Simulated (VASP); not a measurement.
# BeSe (F-43m) in VASP: a series of runs

BeSe is run at these levels: PBE; tasks: single point, relaxation of cell and atoms.

Program: VASP 6.6.1. These are calculated values, not measurements. Logs are shortened: lines on timing, memory, paths and dates and some standing lists are left out, and cuts for length are marked.

**1. The cell of the first run**

Symmetry: F-43m, No. 216, cubic system. The conventional cell has a = 9.706 Å, b = 9.706 Å, c = 9.706 Å, α = 90.00°, β = 90.00°, γ = 90.00°. Be (site symmetry -43m) has 4 Se at 2.17 Å within 2.9 Å. Be (site symmetry 3m) has 4 Se at 2.27 to 2.31 Å within 3.0 Å. Within 2.9 Å of Se (site symmetry 3m) lie 4 Be at 2.17 to 2.27 Å. Se (site symmetry -43m) has 4 Be at 2.31 Å within 3.1 Å.

**2. Single point, PBE**

INCAR

```
SYSTEM = BeSe
  ALGO = Normal
  EDIFF = 1E-6
  ENCUT = 600
  GGA = PE
  GGA_COMPAT = .False.
  ISIF = 2
  ISMEAR = 0
  LASPH = .True.
  LCHARG = .False.
  LREAL = .False.
  LWAVE = .False.
  NBANDS = 31
  NELM = 120
  PREC = Accurate
  SIGMA = 0.02
```

KPOINTS

```
k-points
0
Gamma
  4 4 4
  0 0 0
```

POSCAR

```
BeSe
1.0
    0.0000000000      4.8529380407      4.8529380407
    4.8529380407      0.0000000000      4.8529380407
    4.8529380407      4.8529380407      0.0000000000
Be Se
5 5
Direct
    0.2500000000      0.2500000000      0.2500000000
    0.3370278565      0.8876573812      0.8876573812
    0.8876573812      0.3370278565      0.8876573812
    0.8876573812      0.8876573812      0.3370278565
    0.8876573812      0.8876573812      0.8876573812
    0.1209414927      0.1209414927      0.1209414927
    0.1209414927      0.6371755220      0.1209414927
    0.1209414927      0.1209414927      0.6371755220
    0.6371755220      0.1209414927      0.1209414927
    0.7500000000      0.7500000000      0.7500000000
```

Potentials or basis: VASP PAW PBE potentials, release 64 (Be, Se).

Launch:

```console
$ cat potpaw_PBE.64/Be/POTCAR potpaw_PBE.64/Se/POTCAR > POTCAR
$ mpirun -np 1 vasp_std > vasp.out
```

OUTCAR:

```text
SYSTEM = BeSe
   EDIFF = 1E-6
   ENCUT = 600
   GGA = PE
   ISIF = 2
   ISMEAR = 0
   LASPH = .True.
   LREAL = .False.
   NELM = 120
   PREC = Accurate

 ion  position               nearest neighbor table
   1  0.250  0.250  0.250-   6 2.17   7 2.17   8 2.17   9 2.17
   2  0.337  0.888  0.888-   6 2.27   7 2.27   8 2.27  10 2.31
   3  0.888  0.337  0.888-   6 2.27   8 2.27   9 2.27  10 2.31
   4  0.888  0.888  0.337-   6 2.27   7 2.27   9 2.27  10 2.31
   5  0.888  0.888  0.888-   8 2.27   7 2.27   9 2.27  10 2.31
   6  0.121  0.121  0.121-   1 2.17   2 2.27   3 2.27   4 2.27
   7  0.121  0.637  0.121-   1 2.17   5 2.27   4 2.27   2 2.27
   8  0.121  0.121  0.637-   1 2.17   5 2.27   3 2.27   2 2.27
   9  0.637  0.121  0.121-   1 2.17   5 2.27   4 2.27   3 2.27
  10  0.750  0.750  0.750-   2 2.31   3 2.31   4 2.31   5 2.31

  LATTYP: Found a face centered cubic cell.
 ALAT       =     9.7058760814

  Lattice vectors:

 A1 = (   0.0000000000,   4.8529380407,   4.8529380407)
 A2 = (   4.8529380407,   0.0000000000,   4.8529380407)
 A3 = (   4.8529380407,   4.8529380407,   0.0000000000)

Analysis of symmetry for initial positions (statically):
=====================================================================
 Subroutine PRICEL returns:
 Original cell was already a primitive cell.

 Routine SETGRP: Setting up the symmetry group for a
 face centered cubic supercell.

 Subroutine GETGRP returns: Found 24 space group operations
 (whereof 24 operations were pure point group operations)
 out of a pool of 48 trial point group operations.

The static configuration has the point symmetry T_d .

Analysis of symmetry for dynamics (positions and initial velocities):
=====================================================================
 Subroutine PRICEL returns:
 Original cell was already a primitive cell.

 Routine SETGRP: Setting up the symmetry group for a
 face centered cubic supercell.

 Subroutine GETGRP returns: Found 24 space group operations
 (whereof 24 operations were pure point group operations)
 out of a pool of 48 trial point group operations.

The dynamic configuration has the point symmetry T_d .

 Subroutine INISYM returns: Found 24 space group operations
 (whereof 24 operations are pure point group operations),
 and found     1 'primitive' translations

----------------------------------------------------------------------------------------

                                     Primitive cell

  volume of cell :     228.5832

  direct lattice vectors                    reciprocal lattice vectors
     0.000000000  4.852938041  4.852938041    -0.103030370  0.103030370  0.103030370
     4.852938041  0.000000000  4.852938041     0.103030370 -0.103030370  0.103030370
     4.852938041  4.852938041  0.000000000     0.103030370  0.103030370 -0.103030370

  length of vectors
     6.863090795  6.863090795  6.863090795     0.178453835  0.178453835  0.178453835

  position of ions in fractional coordinates (direct lattice)
     0.250000000  0.250000000  0.250000000
     0.337027857  0.887657381  0.887657381
     0.887657381  0.337027857  0.887657381
     0.887657381  0.887657381  0.337027857
     0.887657381  0.887657381  0.887657381
     0.120941493  0.120941493  0.120941493
     0.120941493  0.637175522  0.120941493
     0.120941493  0.120941493  0.637175522
     0.637175522  0.120941493  0.120941493
     0.750000000  0.750000000  0.750000000

  ion indices of the primitive-cell ions
   primitive index   ion index
                 1           1
                 2           2
                 3           3
                 4           4
                 5           5
                 6           6
                 7           7
                 8           8
                 9           9
                10          10

----------------------------------------------------------------------------------------

 KPOINTS: k-points

Automatic generation of k-mesh.
 Grid dimensions read from file:
 generate k-points for:    4    4    4

 Generating k-lattice:

  Cartesian coordinates                     Fractional coordinates (reciprocal lattice)
    -0.025757592  0.025757592  0.025757592     0.250000000  0.000000000  0.000000000
     0.025757592 -0.025757592  0.025757592     0.000000000  0.250000000  0.000000000
     0.025757592  0.025757592 -0.025757592     0.000000000  0.000000000  0.250000000

  Length of vectors
     0.044613459  0.044613459  0.044613459

  Shift w.r.t. Gamma in fractional coordinates (k-lattice)
     0.000000000  0.000000000  0.000000000

 Subroutine IBZKPT returns following result:
 ===========================================

 Found      8 irreducible k-points:

 Following reciprocal coordinates:
            Coordinates               Weight
  0.000000  0.000000  0.000000      1.000000
  0.250000  0.000000  0.000000      8.000000
  0.500000  0.000000  0.000000      4.000000
  0.250000  0.250000  0.000000      6.000000
  0.500000  0.250000  0.000000     24.000000
 -0.250000  0.250000  0.000000     12.000000
  0.500000  0.500000  0.000000      3.000000
 -0.250000  0.500000  0.250000      6.000000
   k-points           NKPTS =      8   k-points in BZ     NKDIM =      8   number of bands    NBANDS=     31
   number of dos      NEDOS =    301   number of ions     NIONS =     10
   total plane-waves  NPLWV = 175616
   dimension x,y,z NGX =    56 NGY =   56 NGZ =   56
   dimension x,y,z NGXF=   112 NGYF=  112 NGZF=  112
   ions per type =               5   5
   NGX,Y,Z   is equivalent  to a cutoff of  13.56, 13.56, 13.56 a.u.
   NGXF,Y,Z  is equivalent  to a cutoff of  27.13, 27.13, 27.13 a.u.
 SYSTEM =  BeSe
   PREC   = accura    normal or accurate (medium, high low for compatibility)
   ISTART =      0    job   : 0-new  1-cont  2-samecut
   ICHARG =      2    charge: 1-file 2-atom 10-const
   ISPIN  =      1    spin polarized calculation?
   LNONCOLLINEAR =      F non collinear calculations
   LSORBIT =      F    spin-orbit coupling
   LASPH  =      T    aspherical Exc in radial PAW
   ENCUT  =  600.0 eV  44.10 Ry    6.64 a.u.  13.71 13.71 13.71*2*pi/ulx,y,z
   NELM   =    120;   NELMIN=  2; NELMDL= -5     # of ELM steps
   EDIFF  = 0.1E-05   stopping-criterion for ELM
   LREAL  =      F    real-space projection
   EDIFFG = 0.1E-04   stopping-criterion for IOM
   NSW    =      0    number of steps for IOM
   IBRION =     -1    ionic relax: 0-MD 1-quasi-New 2-CG
   NFREE  =      0    steps in history (QN), initial steepest desc. (CG)
   ISIF   =      2    stress and relaxation
   ISYM   =      2    0-nonsym 1-usesym 2-fastsym
   POTIM  = 0.5000    time-step for ionic-motion
   TEBEG  =    0.0;   TEEND  =   0.0 temperature during run
   PSTRESS=    0.0 pullay stress
   NELECT =      40.0000    total number of electrons
   NUPDOWN=      -1.0000    fix difference up-down
   EMIN   =  10.00;   EMAX   =-10.00  energy-range for DOS
   EFERMI =   0.00;   METHOD = LEGACY
   ISMEAR =     0;   SIGMA  =   0.02  broadening in eV -4-tet -1-fermi 0-gaus
   EFERMI_NEDOS =   21; number of points for ismear=-14 and -15
   IALGO  =     38    algorithm
   IMIX   =      4    mixing-type and parameters
     AMIX     =   0.40;   BMIX     =  1.00
     AMIX_MAG =   1.60;   BMIX_MAG =  1.00
  volume/ion in A,a.u.               =      22.86       154.26
  Fermi-wavevector in a.u.,A,eV,Ry     =   0.915686  1.730396 11.408234  0.838482
  Thomas-Fermi vector in A             =   2.040456
   LORBIT       =      0    0 simple, 1 ext, 2 COOP (PROOUT), +10 PAW based schemes
   GGA     = PE    functional components
   LHFCALC =     F    Hartree Fock is set to
   AEXX    =    0.0000 exact exchange contribution
   IVDW    =     0    specifies the selected vdW correction
   LEPSILON=     F    determine dielectric tensor
   LRPA    =     F    only Hartree local field effects (RPA)
 non-spin polarized calculation
 Gauss-broadening in eV      SIGMA  =   0.02
  energy-cutoff  :      600.00
  volume of cell :      228.58
 maximum number of plane-waves:      7648
 NGX is ok and might be reduce to    56
   NGX = 27   NGY = 27   NGZ = 27

 number of electron      39.9999999 magnetization

 Free energy of the ion-electron system (eV)
  ---------------------------------------------------
  ext. energy  EPLUGINS =         0.00000000
  ---------------------------------------------------
  free energy    TOTEN  =       -42.34249632 eV

  energy without entropy =      -42.34249632  energy(sigma->0) =      -42.34249632

 E-fermi :   1.0946     XC(G=0):  -7.7491

 val. band max:        0.9904879458   @ k =   0.0000   0.0000   0.0000
 cond. band min:       3.5471675898   @ k =   0.0000   0.0000   0.0000
 fundamental gap:      2.5566796439
 Fermi energy:         1.0945705087

 k-point     1 :       0.0000    0.0000    0.0000
  band No.  band energies     occupation
      1     -12.3867      2.00000
      2     -11.1974      2.00000
      3     -10.6913      2.00000
      4     -10.6913      2.00000
      5     -10.6913      2.00000
      6      -5.3009      2.00000
[... 23 lines left out ...]
     30       7.9297      0.00000
     31       8.3285      0.00000

 k-point     2 :       0.2500    0.0000    0.0000
  band No.  band energies     occupation
      1     -12.2689      2.00000
      2     -11.2369      2.00000
      3     -10.8879      2.00000
      4     -10.6979      2.00000
      5     -10.6979      2.00000
      6      -4.9227      2.00000
[... 23 lines left out ...]
     30       7.3427      0.00000
     31       7.9630      0.00000

 k-point     3 :       0.5000    0.0000    0.0000
  band No.  band energies     occupation
      1     -12.1001      2.00000
      2     -11.3631      2.00000
      3     -11.0392      2.00000
      4     -10.7043      2.00000
      5     -10.7043      2.00000
      6      -4.5217      2.00000
[... 159 lines left out ...]
     30       6.7734      0.00000
     31       7.1135      0.00000

 k-point     8 :      -0.2500    0.5000    0.2500
  band No.  band energies     occupation
      1     -11.9477      2.00000
      2     -11.3290      2.00000
      3     -11.3135      2.00000
      4     -10.7213      2.00000
      5     -10.6830      2.00000
      6      -3.7449      2.00000
[... 23 lines left out ...]
     30       7.6125      0.00000
     31       7.7204      0.00000

------------------------ aborting loop because EDIFF is reached ----------------------------------------

  FORCE on cell =-STRESS in cart. coord.  units (eV):
  Direction    XX          YY          ZZ          XY          YZ          ZX
  --------------------------------------------------------------------------------------
  -------------------------------------------------------------------------------------
  Total        0.2581436      0.2581436      0.2581436      0.0000000      0.0000000      0.0000000
  in kB        1.8093714      1.8093714      1.8093714      0.0000000      0.0000000      0.0000000
  external PRESSURE =       1.8093714 kB  Pullay stress =       0.0000000 kB

 VOLUME and BASIS-vectors are now :
 -----------------------------------------------------------------------------
  energy-cutoff  :      600.00
  volume of cell :      228.58
      direct lattice vectors                 reciprocal lattice vectors
     0.000000000  4.852938041  4.852938041    -0.103030370  0.103030370  0.103030370
     4.852938041  0.000000000  4.852938041     0.103030370 -0.103030370  0.103030370
     4.852938041  4.852938041  0.000000000     0.103030370  0.103030370 -0.103030370

 POSITION                                       TOTAL-FORCE (eV/Angst)
 -----------------------------------------------------------------------------------
      2.42647      2.42647      2.42647        -0.000000     -0.000000      0.000000
      8.61549      5.94332      5.94332        -0.000182      0.000182      0.000182
      5.94332      8.61549      5.94332         0.000182     -0.000182      0.000182
      5.94332      5.94332      8.61549         0.000182      0.000182     -0.000182
      8.61549      8.61549      8.61549        -0.000182     -0.000182     -0.000182
      1.17384      1.17384      1.17384         0.005718      0.005718      0.005718
      3.67909      1.17384      3.67909        -0.005718      0.005718     -0.005718
      3.67909      3.67909      1.17384        -0.005718     -0.005718      0.005718
      1.17384      3.67909      3.67909         0.005718     -0.005718     -0.005718
      7.27941      7.27941      7.27941        -0.000000     -0.000000      0.000000
 -----------------------------------------------------------------------------------
    total drift:                               -0.000001     -0.000001     -0.000001

  FREE ENERGIE OF THE ION-ELECTRON SYSTEM (eV)
  ---------------------------------------------------
  free  energy   TOTEN  =       -42.3424963201 eV

  energy  without entropy=      -42.3424963201  energy(sigma->0) =      -42.34249632
```

It took 54 s on 1 thread of Intel Xeon 6975P-C (Granite Rapids), shared host; peak memory 0.43 GiB.

Results:

```yaml
Free_energy: -42.3425 eV
Pressure: 0.2 GPa
Largest_force: 0.010 eV/Å
Band_gap_on_the_k_mesh: 2.56 eV, direct
```

Forces on the atoms (eV/Å):
```
Be   0.000  0.000  0.000
Be   0.000  0.000  0.000
Be   0.000  0.000  0.000
Be   0.000  0.000  0.000
Be   0.000  0.000  0.000
Se   0.006  0.006  0.006
Se  -0.006  0.006 -0.006
Se  -0.006 -0.006  0.006
Se   0.006 -0.006 -0.006
Se   0.000  0.000  0.000
```

[end of part 1 of 2]
